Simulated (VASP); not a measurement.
The system is C.

```
CELL_PARAMETERS angstrom
2.46066 -3.60518 0.00000
2.46066 3.60518 0.00000
0.00000 0.00000 2.36961
ATOMIC_POSITIONS crystal
C 0.58645 0.41355 0.83723
C 0.91355 0.08645 0.33723
C 0.44075 0.05925 0.75000
C 0.05925 0.44075 0.25000
C 0.55925 0.94075 0.25000
C 0.94075 0.55925 0.75000
C 0.08645 0.91355 0.66277
C 0.41355 0.58645 0.16277
```

- Program: VASP 6.6.1
- Task: relaxation of cell and atoms
- Functional: PBE
- Potentials or basis: VASP PAW PBE potentials, release 64 (C)
- Cutoff: 600 eV
- k mesh: 4 × 4 × 8
- Occupations: gaussian, width 0.1 eV
- Spin: no spin polarisation

At the start: pressure 66.6 GPa; volume 5.26 Å³/atom.

How do energy, volume and symmetry change on relaxing?

Over 12 steps the energy falls by 801.9 meV/atom and the volume is 5.70 Å³/atom (+8.4 %); space group Fd-3m (No. 227, to 0.05 Å).

Step by step:
```tsv
step	energy change (eV)	largest force (eV/Å)	pressure (GPa)	volume (Å³)
1	0.0000	6.1506	66.64	42.04
2	-1.9082	6.7434	-54.03	56.70
3	-4.1822	5.7569	-25.00	50.13
4	1.0615	16.3258	-10.90	53.00
5	-5.5155	1.4483	-38.50	51.03
6	-5.9706	1.8692	32.35	42.74
7	-6.3950	0.6298	-2.24	45.84
8	-6.3951	0.6579	-1.30	45.74
9	-6.3945	0.7454	2.58	45.33
10	-6.4149	0.0583	0.51	45.53
11	-6.4154	0.0647	-0.18	45.60
12	-6.4155	0.0255	0.05	45.58
```

Final structure:
```xyz
8
Lattice="2.5256 -3.5716 0.0000 2.5256 3.5716 0.0000 0.0000 0.0000 2.5266" Properties=species:S:1:pos:R:3 pbc="T T T"
C     2.5256   -0.4461    1.8950
C     2.5256   -3.1255    0.6317
C     1.2628   -1.3393    1.8949
C     1.2628    1.3393    0.6316
C     3.7884    1.3393    0.6316
C     3.7884   -1.3393    1.8949
C     2.5256    3.1255    1.8948
C     2.5256    0.4461    0.6315
```
